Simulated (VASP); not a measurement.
# PbSe (a.eB) (Fm-3m) in VASP: further runs, part 2 of 2

VASP 6.6.1.

### Step 3. Single point, PBEsol

File INCAR:

```
PREC = Accurate
ENCUT = 500
EDIFF = 1E-6
ISMEAR = 0
SIGMA = 0.01
LREAL = F
LASPH = T
NELM = 120
ALGO = Normal
ISIF = 2
LWAVE = F
LCHARG = F
GGA = PS
NBANDS = 28
GGA_COMPAT = F
```

File KPOINTS:

```
regular mesh
0
Gamma
  8 8 6
```

File POSCAR:

```
PbSe
1.0
    4.3154640804      0.0000000000      0.0000000000
    0.0000000000      4.3154640804      0.0000000000
    0.0000000000      0.0000000000      6.1029878955
Pb Se
2 2
Direct
    0.0000000000      0.0000000000      0.0000000000
    0.5000000000      0.5000000000      0.5000000000
    0.5000000000      0.5000000000      0.0000000000
    0.0000000000      1.0000000000      0.5000000000
```

Potentials or basis: VASP PAW PBE potentials, release 64 (Pb_d, Se).

Run with:

```
> cat potpaw_PBE.64/Pb_d/POTCAR potpaw_PBE.64/Se/POTCAR > POTCAR
> mpirun -np 1 vasp_std > vasp.out
```

OUTCAR:

```text
PREC = Accurate
   ENCUT = 500
   EDIFF = 1E-6
   ISMEAR = 0
   LREAL = F
   LASPH = T
   NELM = 120
   ISIF = 2
   GGA = PS

 ion  position               nearest neighbor table
   1  0.000  0.000  0.000-   3 3.05   3 3.05   3 3.05   3 3.05   4 3.05   4 3.05
   2  0.500  0.500  0.500-   4 3.05   4 3.05   4 3.05   4 3.05   3 3.05   3 3.05
   3  0.500  0.500  0.000-   1 3.05   1 3.05   1 3.05   1 3.05   2 3.05   2 3.05
   4  0.000  0.000  0.500-   2 3.05   2 3.05   2 3.05   2 3.05   1 3.05   1 3.05

  LATTYP: Found a simple tetragonal cell.
 ALAT       =     4.3154640804
 C/A-ratio  =     1.4142135775

  Lattice vectors:

 A1 = (   4.3154640804,   0.0000000000,   0.0000000000)
 A2 = (   0.0000000000,   4.3154640804,   0.0000000000)
 A3 = (   0.0000000000,   0.0000000000,   6.1029878955)

Analysis of symmetry for initial positions (statically):
=====================================================================
 Subroutine PRICEL returns following result:

  LATTYP: Found a face centered cubic cell.
 ALAT       =     6.1029878630

  Lattice vectors:

 A1 = (  -2.1577320402,  -2.1577320402,  -3.0514939478)
 A2 = (   2.1577320402,  -2.1577320402,  -3.0514939478)
 A3 = (   0.0000000000,  -4.3154640804,   0.0000000000)

   2 primitive cells build up your supercell.

 Routine SETGRP: Setting up the symmetry group for a
 simple tetragonal supercell.

 Subroutine GETGRP returns: Found 16 space group operations
 (whereof 16 operations were pure point group operations)
 out of a pool of 16 trial point group operations.

The static configuration has the point symmetry D_4h.

Analysis of symmetry for dynamics (positions and initial velocities):
=====================================================================
 Subroutine PRICEL returns following result:

  LATTYP: Found a face centered cubic cell.
 ALAT       =     6.1029878630

  Lattice vectors:

 A1 = (  -2.1577320402,  -2.1577320402,  -3.0514939478)
 A2 = (   2.1577320402,  -2.1577320402,  -3.0514939478)
 A3 = (   0.0000000000,  -4.3154640804,   0.0000000000)

   2 primitive cells build up your supercell.

 Routine SETGRP: Setting up the symmetry group for a
 simple tetragonal supercell.

 Subroutine GETGRP returns: Found 16 space group operations
 (whereof 16 operations were pure point group operations)
 out of a pool of 16 trial point group operations.

The dynamic configuration has the point symmetry D_4h.

 Subroutine INISYM returns: Found 16 space group operations
 (whereof 16 operations are pure point group operations),
 and found     2 'primitive' translations

----------------------------------------------------------------------------------------

                                     Primitive cell

  volume of cell :      56.8287

  direct lattice vectors                    reciprocal lattice vectors
    -2.157732040 -2.157732040 -3.051493948    -0.231724788  0.000000000 -0.163854167
     2.157732040 -2.157732040 -3.051493948     0.231724788  0.000000000 -0.163854167
     0.000000000 -4.315464080  0.000000000     0.000000000 -0.231724788  0.163854167

[... 24 lines left out ...]
     0.000000000  0.028965599  0.000000000     0.000000000  0.125000000  0.000000000
     0.000000000  0.000000000  0.027309028     0.000000000  0.000000000  0.166666667

  Length of vectors
     0.028965599  0.028965599  0.027309028

  Shift w.r.t. Gamma in fractional coordinates (k-lattice)
     0.000000000  0.000000000  0.000000000

 Subroutine IBZKPT returns following result:
 ===========================================

 Found     60 irreducible k-points:

 Following reciprocal coordinates:
            Coordinates               Weight
  0.000000  0.000000  0.000000      1.000000
  0.125000  0.000000  0.000000      4.000000
  0.250000  0.000000  0.000000      4.000000
  0.375000  0.000000  0.000000      4.000000
  0.500000  0.000000  0.000000      2.000000
  0.125000  0.125000  0.000000      4.000000
[... 16 lines left out ...]
  0.375000  0.125000  0.166667     16.000000
  0.500000  0.125000  0.166667      8.000000
 [... further k-points ...]
   k-points           NKPTS =     60   k-points in BZ     NKDIM =     60   number of bands    NBANDS=     28
   number of dos      NEDOS =    301   number of ions     NIONS =      4
   total plane-waves  NPLWV =  49152
   dimension x,y,z NGX =    32 NGY =   32 NGZ =   48
   dimension x,y,z NGXF=    64 NGYF=   64 NGZF=   96
   ions per type =               2   2
   NGX,Y,Z   is equivalent  to a cutoff of  12.33, 12.33, 13.08 a.u.
   NGXF,Y,Z  is equivalent  to a cutoff of  24.65, 24.65, 26.15 a.u.
 SYSTEM =  unknown system
   PREC   = accura    normal or accurate (medium, high low for compatibility)
   ISTART =      0    job   : 0-new  1-cont  2-samecut
   ICHARG =      2    charge: 1-file 2-atom 10-const
   ISPIN  =      1    spin polarized calculation?
   LNONCOLLINEAR =      F non collinear calculations
   LSORBIT =      F    spin-orbit coupling
   LASPH  =      T    aspherical Exc in radial PAW
   ENCUT  =  500.0 eV  36.75 Ry    6.06 a.u.   7.87  7.87 11.13*2*pi/ulx,y,z
   NELM   =    120;   NELMIN=  2; NELMDL= -5     # of ELM steps
   EDIFF  = 0.1E-05   stopping-criterion for ELM
   LREAL  =      F    real-space projection
   EDIFFG = 0.1E-04   stopping-criterion for IOM
   NSW    =      0    number of steps for IOM
   IBRION =     -1    ionic relax: 0-MD 1-quasi-New 2-CG
   NFREE  =      0    steps in history (QN), initial steepest desc. (CG)
   ISIF   =      2    stress and relaxation
   ISYM   =      2    0-nonsym 1-usesym 2-fastsym
   POTIM  = 0.5000    time-step for ionic-motion
   TEBEG  =    0.0;   TEEND  =   0.0 temperature during run
   PSTRESS=    0.0 pullay stress
   NELECT =      40.0000    total number of electrons
   NUPDOWN=      -1.0000    fix difference up-down
   EMIN   =  10.00;   EMAX   =-10.00  energy-range for DOS
   EFERMI =   0.00;   METHOD = LEGACY
   ISMEAR =     0;   SIGMA  =   0.01  broadening in eV -4-tet -1-fermi 0-gaus
   EFERMI_NEDOS =   21; number of points for ismear=-14 and -15
   IALGO  =     38    algorithm
   IMIX   =      4    mixing-type and parameters
     AMIX     =   0.40;   BMIX     =  1.00
     AMIX_MAG =   1.60;   BMIX_MAG =  1.00
  volume/ion in A,a.u.               =      28.41       191.75
  Fermi-wavevector in a.u.,A,eV,Ry     =   1.155835  2.184210 18.176749  1.335953
  Thomas-Fermi vector in A             =   2.292460
   LORBIT       =      0    0 simple, 1 ext, 2 COOP (PROOUT), +10 PAW based schemes
   GGA     = PS    functional components
   LHFCALC =     F    Hartree Fock is set to
   AEXX    =    0.0000 exact exchange contribution
   IVDW    =     0    specifies the selected vdW correction
   LEPSILON=     F    determine dielectric tensor
   LRPA    =     F    only Hartree local field effects (RPA)
 non-spin polarized calculation
 Gauss-broadening in eV      SIGMA  =   0.01
  energy-cutoff  :      500.00
  volume of cell :      113.66
 maximum number of plane-waves:      2916
 NGX is ok and might be reduce to    32
   NGX = 15   NGY = 15   NGZ = 23

 number of electron      40.0000014 magnetization

 Free energy of the ion-electron system (eV)
  ---------------------------------------------------
  ext. energy  EPLUGINS =         0.00000000
  ---------------------------------------------------
  free energy    TOTEN  =       -17.83347030 eV

  energy without entropy =      -17.83347030  energy(sigma->0) =      -17.83347030

 E-fermi :   5.0789     XC(G=0):  -9.7603

 val. band max:        5.0302525083   @ k =   0.5000   0.0000   0.5000
 cond. band min:       5.2020130264   @ k =   0.5000   0.0000   0.5000
 fundamental gap:      0.1717605181
 Fermi energy:         5.0788806152

 k-point     1 :       0.0000    0.0000    0.0000
  band No.  band energies     occupation
      1     -11.8761      2.00000
      2     -11.7580      2.00000
      3     -11.7386      2.00000
      4     -11.7386      2.00000
      5     -11.7385      2.00000
      6     -11.7375      2.00000
[... 733 lines left out ...]
     27      11.5805      0.00000
     28      11.5805      0.00000

 [... further k-points ...]
[... 5 lines left out ...]
  --------------------------------------------------------------------------------------
  -------------------------------------------------------------------------------------
  Total       -0.0076115     -0.0076115      0.0093057      0.0000000      0.0000000      0.0000000
  in kB       -0.1072963     -0.1072963      0.1311779      0.0000000      0.0000000      0.0000000
  external PRESSURE =      -0.0278049 kB  Pullay stress =       0.0000000 kB

 VOLUME and BASIS-vectors are now :
 -----------------------------------------------------------------------------
  energy-cutoff  :      500.00
  volume of cell :      113.66
      direct lattice vectors                 reciprocal lattice vectors
     4.315464080  0.000000000  0.000000000     0.231724788  0.000000000  0.000000000
     0.000000000  4.315464080  0.000000000     0.000000000  0.231724788  0.000000000
     0.000000000  0.000000000  6.102987896     0.000000000  0.000000000  0.163854167

 POSITION                                       TOTAL-FORCE (eV/Angst)
 -----------------------------------------------------------------------------------
      0.00000      0.00000      0.00000        -0.000000      0.000000      0.000000
      2.15773      2.15773      3.05149         0.000000     -0.000000     -0.000000
      2.15773      2.15773      0.00000        -0.000000      0.000000      0.000000
      0.00000      0.00000      3.05149        -0.000000      0.000000      0.000000
 -----------------------------------------------------------------------------------
    total drift:                                0.000000      0.000000     -0.000000

  FREE ENERGIE OF THE ION-ELECTRON SYSTEM (eV)
  ---------------------------------------------------
  free  energy   TOTEN  =       -17.8334703035 eV

  energy  without entropy=      -17.8334703035  energy(sigma->0) =      -17.83347030
```

OSZICAR:

```text
N       E                     dE             d eps       ncg     rms          rms(c)
DAV:   1     0.402919075307E+03    0.40292E+03   -0.18042E+04  3360   0.144E+03
DAV:   2     0.251171082111E+02   -0.37780E+03   -0.36706E+03  3400   0.391E+02
DAV:   3    -0.164708070692E+02   -0.41588E+02   -0.40705E+02  4328   0.148E+02
DAV:   4    -0.182872244002E+02   -0.18164E+01   -0.18097E+01  3912   0.322E+01
DAV:   5    -0.183546960385E+02   -0.67472E-01   -0.67465E-01  4500   0.660E+00    0.377E+00
DAV:   6    -0.178440592776E+02    0.51064E+00   -0.10874E+00  4640   0.703E+00    0.207E+00
DAV:   7    -0.178331984015E+02    0.10861E-01   -0.26256E-01  4136   0.211E+00    0.116E+00
DAV:   8    -0.178358876641E+02   -0.26893E-02   -0.38753E-02  4480   0.175E+00    0.348E-01
DAV:   9    -0.178333319628E+02    0.25557E-02   -0.93840E-03  4628   0.846E-01    0.642E-02
DAV:  10    -0.178334720579E+02   -0.14010E-03   -0.78661E-04  4052   0.129E-01    0.259E-02
DAV:  11    -0.178334699047E+02    0.21532E-05   -0.55091E-05  4568   0.641E-02    0.447E-03
DAV:  12    -0.178334703035E+02   -0.39884E-06   -0.45087E-06  3020   0.166E-02
   1 F= -.17833470E+02 E0= -.17833470E+02  d E =-.315808E-14
```

It took 1.9 min on 1 thread of Intel Xeon 6975P-C, shared host; peak memory 0.31 GiB.

Results:

```
Free energy            : -17.8335 eV
Pressure               : 0.0 GPa
Band gap on the k mesh : 0.17 eV
```

Caveat: the PAW data sets were made with another functional, which shifts forces and pressure a little; spin-orbit coupling is left out, which moves the levels of the heavy elements.

### Step 4. Single point, PBEsol

File INCAR:

```
SYSTEM = PbSe
ALGO = Normal ; EDIFF = 1E-6
ENCUT = 500 ; GGA = PS
GGA_COMPAT = .False. ; ISIF = 2
ISMEAR = 0 ; LASPH = .True.
LCHARG = .False. ; LREAL = .False.
LWAVE = .False. ; NBANDS = 28
NELM = 120 ; PREC = Accurate
SIGMA = 0.01
```

File KPOINTS:

```
k-points
0
Gamma
  8 8 6
  0 0 0
```

POSCAR is that of step 3.

Run with:

```
> cat potpaw_PBE.64/Pb_d/POTCAR potpaw_PBE.64/Se/POTCAR > POTCAR
> mpirun -np 1 vasp_std > vasp.out
```

Wall time 2 min (1 thread of Intel Xeon 6975P-C, shared host); peak memory 0.31 GiB.

Results (log left out):

* Free energy: -17.8335 eV
* Pressure: 0.0 GPa
* Band gap on the k mesh: 0.17 eV

Levels at points of the mesh, in eV from the valence-band top:
| k point | band 16 | band 17 | band 18 | band 19 | band 20 | band 21 | band 22 | band 23 | band 24 | band 25 |
| --- | --- | --- | --- | --- | --- | --- | --- | --- | --- | --- |
| (0.00, 0.00, 0.00) | -3.31 | -3.31 | -1.92 | -1.92 | -1.92 | 3.54 | 4.69 | 4.69 | 4.69 | 5.61 |
| (0.50, 0.00, 0.00) | -3.60 | -1.65 | -1.65 | -0.80 | -0.80 | 1.32 | 1.32 | 2.12 | 2.12 | 4.39 |
| (0.50, 0.50, 0.00) | -5.11 | -3.31 | -3.31 | -3.31 | -3.31 | 3.54 | 3.54 | 5.61 | 5.61 | 5.61 |
| (0.00, 0.00, 0.50) | -2.67 | -2.67 | -2.67 | -1.68 | -1.68 | 2.36 | 2.36 | 4.40 | 4.40 | 4.73 |
| (0.50, 0.00, 0.50) | -1.50 | -1.50 | -1.50 | 0.00 | 0.00 | 0.17 | 0.17 | 1.62 | 1.62 | 1.62 |
| (0.50, 0.50, 0.50) | -4.34 | -4.34 | -4.34 | -0.81 | -0.81 | 1.82 | 1.82 | 4.89 | 4.89 | 4.89 |

Caveat: the PAW data sets were made with another functional, which shifts forces and pressure a little; spin-orbit coupling is left out, which moves the levels of the heavy elements.
